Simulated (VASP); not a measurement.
# Li (P6/mmm) in VASP: a series of runs

Runs on Li. Level: PBE. Tasks: single point.

All numbers are computed with VASP 6.6.1; they aren't measurements. Logs are shortened: lines on timing, memory, paths and dates and some standing lists are left out, and cuts for length are marked.

### Step 1. The cell of the first run

It takes space group P6/mmm (No. 191, hexagonal). The conventional cell has a = 2.776 Å, b = 2.776 Å, c = 2.553 Å, α = 90.00°, β = 90.00°, γ = 120.00°. Within 3.4 Å of Li (site symmetry 6/mmm) lie 8 Li at 2.55 to 2.78 Å.

This isn't the form of Li at room conditions, which is bcc.

### Step 2. Single point, PBE (17.04 Å³/atom)

File INCAR:

```
SYSTEM = Li
  PREC = Accurate
  ENCUT = 520
  EDIFF = 1E-6
  ISMEAR = -1
  SIGMA = 0.1
  LREAL = .FALSE.
  LASPH = .TRUE.
  NELM = 80
  ALGO = Normal
  ISIF = 2
  LWAVE = .FALSE.
  LCHARG = .FALSE.
  GGA = PE
  NBANDS = 8
```

File KPOINTS:

```
Automatic mesh
0
G
  16 16 15
  0 0 0
```

File POSCAR:

```
Li
1.0
    2.7763031400      0.0000000000      0.0000000000
   -1.3881515700      2.4043490478      0.0000000000
    0.0000000000      0.0000000000      2.5531729403
Li
1
Direct
    0.0000000000      0.0000000000      0.0000000000
```

Potentials or basis: VASP PAW PBE potentials, release 64 (Li_sv).

Launch:

```
$ cat potpaw_PBE.64/Li_sv/POTCAR > POTCAR
$ mpirun -np 1 vasp_std > vasp.out
```

OUTCAR:

```text
SYSTEM = Li
   PREC = Accurate
   ENCUT = 520
   EDIFF = 1E-6
   ISMEAR = -1
   LREAL = .FALSE.
   LASPH = .TRUE.
   NELM = 80
   ISIF = 2
   GGA = PE

 ion  position               nearest neighbor table
   1  0.000  0.000  0.000-

  LATTYP: Found a hexagonal cell.
 ALAT       =     2.7763031400
 C/A-ratio  =     0.9196304624

  Lattice vectors:

 A1 = (   2.7763031400,   0.0000000000,   0.0000000000)
 A2 = (  -1.3881515700,   2.4043490478,   0.0000000000)
 A3 = (   0.0000000000,   0.0000000000,   2.5531729403)

Analysis of symmetry for initial positions (statically):
=====================================================================
 Subroutine PRICEL returns:
 Original cell was already a primitive cell.

 Routine SETGRP: Setting up the symmetry group for a
 hexagonal supercell.

 Subroutine GETGRP returns: Found 24 space group operations
 (whereof 24 operations were pure point group operations)
 out of a pool of 24 trial point group operations.

The static configuration has the point symmetry D_6h.

Analysis of symmetry for dynamics (positions and initial velocities):
=====================================================================
 Subroutine PRICEL returns:
 Original cell was already a primitive cell.

 Routine SETGRP: Setting up the symmetry group for a
 hexagonal supercell.

 Subroutine GETGRP returns: Found 24 space group operations
 (whereof 24 operations were pure point group operations)
 out of a pool of 24 trial point group operations.

The dynamic configuration has the point symmetry D_6h.

 Subroutine INISYM returns: Found 24 space group operations
 (whereof 24 operations are pure point group operations),
 and found     1 'primitive' translations

----------------------------------------------------------------------------------------

                                     Primitive cell

  volume of cell :      17.0429

  direct lattice vectors                    reciprocal lattice vectors
     2.776303140  0.000000000  0.000000000     0.360191215  0.207956495  0.000000000
    -1.388151570  2.404349048  0.000000000     0.000000000  0.415912989  0.000000000
     0.000000000  0.000000000  2.553172940     0.000000000  0.000000000  0.391669512

  length of vectors
     2.776303140  2.776303140  2.553172940     0.415912989  0.415912989  0.391669512

  position of ions in fractional coordinates (direct lattice)
     0.000000000  0.000000000  0.000000000

  ion indices of the primitive-cell ions
   primitive index   ion index
                 1           1

----------------------------------------------------------------------------------------

 KPOINTS: Automatic mesh

Automatic generation of k-mesh.
 Grid dimensions read from file:
 generate k-points for:   16   16   15

 Generating k-lattice:

  Cartesian coordinates                     Fractional coordinates (reciprocal lattice)
     0.022511951  0.012997281  0.000000000     0.062500000 -0.000000000  0.000000000
     0.000000000  0.025994562  0.000000000     0.000000000  0.062500000  0.000000000
     0.000000000  0.000000000  0.026111301     0.000000000  0.000000000  0.066666667

  Length of vectors
     0.025994562  0.025994562  0.026111301

  Shift w.r.t. Gamma in fractional coordinates (k-lattice)
     0.000000000  0.000000000  0.000000000

 Subroutine IBZKPT returns following result:
 ===========================================

 Found    240 irreducible k-points:

 Following reciprocal coordinates:
            Coordinates               Weight
  0.000000  0.000000  0.000000      1.000000
  0.062500 -0.000000  0.000000      6.000000
  0.125000 -0.000000  0.000000      6.000000
  0.187500  0.000000  0.000000      6.000000
  0.250000 -0.000000  0.000000      6.000000
  0.312500 -0.000000  0.000000      6.000000
[... 16 lines left out ...]
  0.187500  0.187500  0.000000      6.000000
  0.250000  0.187500  0.000000     12.000000
 [... further k-points ...]
   k-points           NKPTS =    240   k-points in BZ     NKDIM =    240   number of bands    NBANDS=      8
   number of dos      NEDOS =    301   number of ions     NIONS =      1
   total plane-waves  NPLWV =  11520
   dimension x,y,z NGX =    24 NGY =   24 NGZ =   20
   dimension x,y,z NGXF=    48 NGYF=   48 NGZF=   40
   ions per type =               1
   NGX,Y,Z   is equivalent  to a cutoff of  14.37, 14.37, 13.02 a.u.
   NGXF,Y,Z  is equivalent  to a cutoff of  28.74, 28.74, 26.05 a.u.
 SYSTEM =  Li
   PREC   = accura    normal or accurate (medium, high low for compatibility)
   ISTART =      0    job   : 0-new  1-cont  2-samecut
   ICHARG =      2    charge: 1-file 2-atom 10-const
   ISPIN  =      1    spin polarized calculation?
   LNONCOLLINEAR =      F non collinear calculations
   LSORBIT =      F    spin-orbit coupling
   LASPH  =      T    aspherical Exc in radial PAW
   ENCUT  =  520.0 eV  38.22 Ry    6.18 a.u.   5.16  5.16  4.75*2*pi/ulx,y,z
   NELM   =     80;   NELMIN=  2; NELMDL= -5     # of ELM steps
   EDIFF  = 0.1E-05   stopping-criterion for ELM
   LREAL  =      F    real-space projection
   EDIFFG = 0.1E-04   stopping-criterion for IOM
   NSW    =      0    number of steps for IOM
   IBRION =     -1    ionic relax: 0-MD 1-quasi-New 2-CG
   NFREE  =      0    steps in history (QN), initial steepest desc. (CG)
   ISIF   =      2    stress and relaxation
   ISYM   =      2    0-nonsym 1-usesym 2-fastsym
   POTIM  = 0.5000    time-step for ionic-motion
   TEBEG  =    0.0;   TEEND  =   0.0 temperature during run
   PSTRESS=    0.0 pullay stress
   NELECT =       3.0000    total number of electrons
   NUPDOWN=      -1.0000    fix difference up-down
   EMIN   =  10.00;   EMAX   =-10.00  energy-range for DOS
   EFERMI =   0.00;   METHOD = LEGACY
   ISMEAR =    -1;   SIGMA  =   0.10  broadening in eV -4-tet -1-fermi 0-gaus
   EFERMI_NEDOS =   21; number of points for ismear=-14 and -15
   IALGO  =     38    algorithm
   IMIX   =      4    mixing-type and parameters
     AMIX     =   0.40;   BMIX     =  1.00
     AMIX_MAG =   1.60;   BMIX_MAG =  1.00
  volume/ion in A,a.u.               =      17.04       115.01
  Fermi-wavevector in a.u.,A,eV,Ry     =   0.917488  1.733801 11.453169  0.841784
  Thomas-Fermi vector in A             =   2.042462
   LORBIT       =      0    0 simple, 1 ext, 2 COOP (PROOUT), +10 PAW based schemes
   GGA     = PE    functional components
   LHFCALC =     F    Hartree Fock is set to
   AEXX    =    0.0000 exact exchange contribution
   IVDW    =     0    specifies the selected vdW correction
   LEPSILON=     F    determine dielectric tensor
   LRPA    =     F    only Hartree local field effects (RPA)
 non-spin polarized calculation
  energy-cutoff  :      520.00
  volume of cell :       17.04
 maximum number of plane-waves:       470
 NGX is ok and might be reduce to    24
   NGX = 11   NGY = 11   NGZ =  9

 number of electron       3.0000005 magnetization

 Free energy of the ion-electron system (eV)
  ---------------------------------------------------
  ext. energy  EPLUGINS =         0.00000000
  ---------------------------------------------------
  free energy    TOTEN  =        -1.82027918 eV

  energy without entropy =       -1.80710987  energy(sigma->0) =       -1.81369453

 E-fermi :   1.0869     XC(G=0):  -7.4795

 val. band max:        1.0773739256   @ k =   0.2500   0.2500   0.1333
 cond. band min:       1.0971072988   @ k =   0.3125   0.1875   0.1333
 fundamental gap:      0.0197333732
 Fermi energy:         1.0869330289

 k-point     1 :       0.0000    0.0000    0.0000
  band No.  band energies     occupation
      1     -45.2914      2.00000
      2      -2.6028      2.00000
      3      15.0364      0.00000
      4      16.3145      0.00000
      5      16.3145      0.00000
      6      17.9818      0.00000
      7      20.8734      0.00000
      8      20.8734      0.00000

 k-point     2 :       0.0625   -0.0000    0.0000
  band No.  band energies     occupation
      1     -45.2899      2.00000
      2      -2.5322      2.00000
      3      15.1269      0.00000
      4      15.3775      0.00000
      5      15.9021      0.00000
      6      18.3660      0.00000
      7      19.6584      0.00000
      8      21.4816      0.00000

 k-point     3 :       0.1250   -0.0000    0.0000
  band No.  band energies     occupation
      1     -45.2858      2.00000
      2      -2.3210      2.00000
      3      13.5848      0.00000
      4      15.0443      0.00000
      5      15.3969      0.00000
      6      17.7415      0.00000
      7      20.1674      0.00000
      8      22.9249      0.00000

 k-point     4 :       0.1875    0.0000    0.0000
  band No.  band energies     occupation
      1     -45.2799      2.00000
      2      -1.9707      2.00000
      3      11.5730      0.00000
      4      14.1437      0.00000
      5      15.8406      0.00000
      6      17.0529      0.00000
      7      21.2742      0.00000
      8      24.7948      0.00000

 k-point     5 :       0.2500   -0.0000    0.0000
  band No.  band energies     occupation
      1     -45.2729      2.00000
      2      -1.4846      2.00000
      3       9.6019      0.00000
      4      13.3470      0.00000
      5      16.4457      0.00000
      6      16.6177      0.00000
      7      22.3219      0.00000
      8      26.9295      0.00000
[... 177 lines left out ...]
 k-point    22 :       0.4375    0.1250    0.0000
  band No.  band energies     occupation
      1     -45.2533      2.00000
      2       1.1305      0.78564
      3       4.4236      0.00000
      4      10.0177      0.00000
      5      18.8257      0.00000
      6      19.2500      0.00000
      7      23.7801      0.00000
      8      24.7100      0.00000

 k-point    23 :       0.1875    0.1875    0.0000
  band No.  band energies     occupation
      1     -45.2643      2.00000
      2      -0.7136      2.00000
      3       8.2896      0.00000
      4      10.0834      0.00000
      5      17.3527      0.00000
      6      20.8245      0.00000
      7      21.4991      0.00000
      8      25.1789      0.00000

 k-point    24 :       0.2500    0.1875    0.0000
  band No.  band energies     occupation
      1     -45.2588      2.00000
      2      -0.0300      1.99997
      3       6.7824      0.00000
      4       9.4502      0.00000
      5      18.1025      0.00000
      6      21.0010      0.00000
      7      22.9538      0.00000
      8      25.2070      0.00000

 [... further k-points ...]

------------------------ aborting loop because EDIFF is reached ----------------------------------------

  FORCE on cell =-STRESS in cart. coord.  units (eV):
  Direction    XX          YY          ZZ          XY          YZ          ZX
  --------------------------------------------------------------------------------------
  -------------------------------------------------------------------------------------
  Total        0.3073571      0.3073571      0.3063150      0.0000000     -0.0000000      0.0000000
  in kB       28.8941018     28.8941018     28.7961368      0.0000000     -0.0000000      0.0000000
  external PRESSURE =      28.8614468 kB  Pullay stress =       0.0000000 kB

 VOLUME and BASIS-vectors are now :
 -----------------------------------------------------------------------------
  energy-cutoff  :      520.00
  volume of cell :       17.04
      direct lattice vectors                 reciprocal lattice vectors
     2.776303140  0.000000000  0.000000000     0.360191215  0.207956495  0.000000000
    -1.388151570  2.404349048  0.000000000     0.000000000  0.415912989  0.000000000
     0.000000000  0.000000000  2.553172940     0.000000000  0.000000000  0.391669512

 POSITION                                       TOTAL-FORCE (eV/Angst)
 -----------------------------------------------------------------------------------
      0.00000      0.00000      0.00000         0.000000      0.000000      0.000000
 -----------------------------------------------------------------------------------
    total drift:                                0.000000     -0.000000      0.000000

  FREE ENERGIE OF THE ION-ELECTRON SYSTEM (eV)
  ---------------------------------------------------
  free  energy   TOTEN  =        -1.8202791841 eV

  energy  without entropy=       -1.8071098686  energy(sigma->0) =       -1.81369453
```

Run time: 27 s. Hardware: 1 thread of Intel Xeon 8259CL, shared host; peak memory 0.14 GiB.

What came out:

| Item | Value |
| --- | --- |
| Free energy | -1.8203 eV |
| Band gap on the k mesh | zero (an odd number of electrons rules out a gap without spin polarisation) |

Caveat: the cutoff is under 1.25 times the usual one of these potentials, so pressure, stress and relaxed cells hold a basis-set (Pulay) error.

### Step 3. Single point, PBE

This run uses another cell than the first one, of 18.67 Å³/atom.

File INCAR:

```
SYSTEM = Li
ALGO = Normal
EDIFF = 1E-6
ENCUT = 520
GGA = PE
ISIF = 2
ISMEAR = -1
LASPH = .TRUE.
LCHARG = .TRUE.
LELF = .TRUE.
LREAL = .FALSE.
LVHAR = .TRUE.
LWAVE = .FALSE.
NBANDS = 8
NELM = 80
PREC = Accurate
SIGMA = 0.1
```

File KPOINTS:

```
k-points
0
G
  16 16 15
  0 0 0
```

File POSCAR:

```
Li
1.0
    2.8596667449      0.0000000000      0.0000000000
   -1.4298333724      2.4765440474      0.0000000000
    0.0000000000      0.0000000000      2.6356740021
Li
1
Direct
    0.0000000000      0.0000000000      0.0000000000
```

Potentials or basis: VASP PAW PBE potentials, release 64 (Li_sv).

Launch:

```
$ cat potpaw_PBE.64/Li_sv/POTCAR > POTCAR
$ mpirun -np 1 vasp_std > vasp.out
```

OUTCAR:

```text
SYSTEM = Li
   EDIFF = 1E-6
   ENCUT = 520
   GGA = PE
   ISIF = 2
   ISMEAR = -1
   LASPH = .TRUE.
   LREAL = .FALSE.
   NELM = 80
   PREC = Accurate

 ion  position               nearest neighbor table
   1  0.000  0.000  0.000-

  LATTYP: Found a hexagonal cell.
 ALAT       =     2.8596667449
 C/A-ratio  =     0.9216717321

  Lattice vectors:

 A1 = (   2.8596667449,   0.0000000000,   0.0000000000)
 A2 = (  -1.4298333724,   2.4765440474,   0.0000000000)
 A3 = (   0.0000000000,   0.0000000000,   2.6356740021)

[... 441 lines left out ...]
      8      23.4980      0.00000

 [... further k-points ...]

------------------------ aborting loop because EDIFF is reached ----------------------------------------

  FORCE on cell =-STRESS in cart. coord.  units (eV):
  Direction    XX          YY          ZZ          XY          YZ          ZX
  --------------------------------------------------------------------------------------
  -------------------------------------------------------------------------------------
  Total        0.1327618      0.1327618      0.1313587      0.0000000      0.0000000     -0.0000000
  in kB       11.3954213     11.3954213     11.2749890      0.0000000      0.0000000     -0.0000000
  external PRESSURE =      11.3552772 kB  Pullay stress =       0.0000000 kB

 VOLUME and BASIS-vectors are now :
 -----------------------------------------------------------------------------
  energy-cutoff  :      520.00
  volume of cell :       18.67
      direct lattice vectors                 reciprocal lattice vectors
     2.859666745  0.000000000  0.000000000     0.349691097  0.201894249  0.000000000
    -1.429833372  2.476544047  0.000000000     0.000000000  0.403788498  0.000000000
     0.000000000  0.000000000  2.635674002     0.000000000  0.000000000  0.379409593

 POSITION                                       TOTAL-FORCE (eV/Angst)
 -----------------------------------------------------------------------------------
      0.00000      0.00000      0.00000         0.000000      0.000000      0.000000
 -----------------------------------------------------------------------------------
    total drift:                                0.000000     -0.000000      0.000000

  FREE ENERGIE OF THE ION-ELECTRON SYSTEM (eV)
  ---------------------------------------------------
  free  energy   TOTEN  =        -1.8415834344 eV

  energy  without entropy=       -1.8276416121  energy(sigma->0) =       -1.83461252
```

OSZICAR:

```text
N       E                     dE             d eps       ncg     rms          rms(c)
DAV:   1    -0.128644603138E+00   -0.12864E+00   -0.73121E+02  3912   0.266E+02
DAV:   2    -0.181822263421E+01   -0.16896E+01   -0.16498E+01  5672   0.338E+01
DAV:   3    -0.184346734442E+01   -0.25245E-01   -0.25233E-01  4240   0.311E+00
DAV:   4    -0.184375675091E+01   -0.28941E-03   -0.28940E-03  5824   0.301E-01
DAV:   5    -0.184375750718E+01   -0.75627E-06   -0.75621E-06  4416   0.119E-02    0.229E-01
DAV:   6    -0.184225514091E+01    0.15024E-02   -0.46720E-04  6024   0.757E-02    0.135E-01
DAV:   7    -0.184159605214E+01    0.65909E-03   -0.11634E-03  5784   0.128E-01    0.361E-02
DAV:   8    -0.184158996601E+01    0.60861E-05   -0.91878E-06  4216   0.220E-02    0.166E-03
DAV:   9    -0.184158537767E+01    0.45883E-05   -0.81744E-07  4352   0.763E-03    0.611E-04
DAV:  10    -0.184158323137E+01    0.21463E-05   -0.55082E-08  2192   0.176E-03    0.485E-04
DAV:  11    -0.184158343445E+01   -0.20308E-06   -0.85235E-09  1992   0.852E-04
   1 F= -.18415834E+01 E0= -.18346125E+01  d E =-.139418E-01
```

Run time: 28 s. Hardware: 1 thread of Intel Xeon 8259CL, shared host; peak memory 0.14 GiB.

What came out:

```
Free energy            : -1.8416 eV
Band gap on the k mesh : zero (an odd number of electrons rules out a gap without spin polarisation)
```

Caveat: the cutoff is under 1.25 times the usual one of these potentials, so pressure, stress and relaxed cells hold a basis-set (Pulay) error.

### Step 4. Single point, PBE

This run uses another cell than the first one, of 20.29 Å³/atom.

File INCAR:

```
  ALGO = Normal
  EDIFF = 1E-6
  ENCUT = 520
  GGA = PE
  ISIF = 2
  ISMEAR = -1
  LASPH = True
  LCHARG = False
  LREAL = False
  LWAVE = False
  NBANDS = 8
  NELM = 80
  PREC = Accurate
  SIGMA = 0.1
```

File KPOINTS:

```
k-points
0
Gamma
  16 16 15
```

File POSCAR:

```
Li
1.0
    2.9387646204      0.0000000000      0.0000000000
   -1.4693823102      2.5450448170      0.0000000000
    0.0000000000      0.0000000000      2.7127208781
Li
1
Direct
    0.0000000000      0.0000000000      0.0000000000
```

Launch:

```
$ cat potpaw_PBE.64/Li_sv/POTCAR > POTCAR
$ mpirun -np 1 vasp_std > vasp.out
```

Run time: 22 s. Hardware: 1 thread of Intel Xeon 8259CL, shared host; peak memory 0.15 GiB.

It converged, with:

* Free energy: -1.8479 eV
* Band gap on the k mesh: zero (an odd number of electrons rules out a gap without spin polarisation)

Levels at points of the mesh, in eV from the Fermi level:
```tsv
k point	band 1	band 2	band 3	band 4	band 5
(0.00, 0.00, 0.00)	-46.64	-3.49	12.29	13.51	13.51
(0.50, 0.00, 0.00)	-46.62	-0.16	2.80	9.60	13.39
```

Caveat: the cutoff is under 1.25 times the usual one of these potentials, so pressure, stress and relaxed cells hold a basis-set (Pulay) error.

### Step 5. Single point, PBE (20.29 Å³/atom)

This run uses another cell than the first one, of 20.29 Å³/atom.

File INCAR:

```
SYSTEM = Li
ALGO = Normal
EDIFF = 1E-6
ENCUT = 520
GGA = PE
ISIF = 2
ISMEAR = -1
LASPH = .True.
LCHARG = .False.
LREAL = .False.
LWAVE = .False.
NBANDS = 8
NELM = 80
PREC = Accurate
SIGMA = 0.1
```

File KPOINTS:

```
k-points
0
Gamma
  16 16 15
  0 0 0
```

Edit POSCAR of step 4 so:

```diff
@@ -4,3 +4,3 @@
    -1.4693823102      2.5450448170      0.0000000000
-    0.0000000000      0.0000000000      2.7127208781
+    0.0000000000      0.0000000000      2.7127208782
 Li
```

Launch:

```
$ cat potpaw_PBE.64/Li_sv/POTCAR > POTCAR
$ mpirun -np 1 vasp_std > vasp.out
```

Run time: 22 s. Hardware: 1 thread of Intel Xeon 8259CL, shared host; peak memory 0.14 GiB.

Results (log left out):

| Quantity | Value |
| --- | --- |
| Free energy | -1.8479 eV |
| Band gap on the k mesh | zero (an odd number of electrons rules out a gap without spin polarisation) |

Levels at points of the mesh, in eV from the Fermi level:
```
           k point  band 1  band 2  band 3  band 4  band 5  band 6  band 7
(0.00, 0.00, 0.00)  -46.64   -3.49   12.29   13.51   13.51   15.03   17.76
(0.50, 0.00, 0.00)  -46.62   -0.16    2.80    9.60   13.39   15.82   19.94
```

Caveat: the cutoff is under 1.25 times the usual one of these potentials, so pressure, stress and relaxed cells hold a basis-set (Pulay) error.

### Step 6. Overview

```tsv
cell	gap on the mesh (eV)
a = 2.776, b = 2.776, c = 2.553 Å, angles 90.0, 90.0, 120.0°, 1 atom	none
a = 2.860, b = 2.860, c = 2.636 Å, angles 90.0, 90.0, 120.0°, 1 atom	none
a = 2.939, b = 2.939, c = 2.713 Å, angles 90.0, 90.0, 120.0°, 1 atom	none
```

Alike in all rows: task single point; level PBE; potentials or basis VASP PAW PBE potentials, release 64 (Li_sv); no spin polarisation; k mesh 16 × 16 × 15; cutoff (eV) 520; smearing fermi-dirac 0.1 eV.

Caveats: the cutoff is under 1.25 times the usual one of these potentials, so pressure, stress and relaxed cells hold a basis-set (Pulay) error.

Absolute energies hang on the potentials; compare differences alone.

The gap in the log of VASP goes by the Fermi energy; the results here count the filled bands.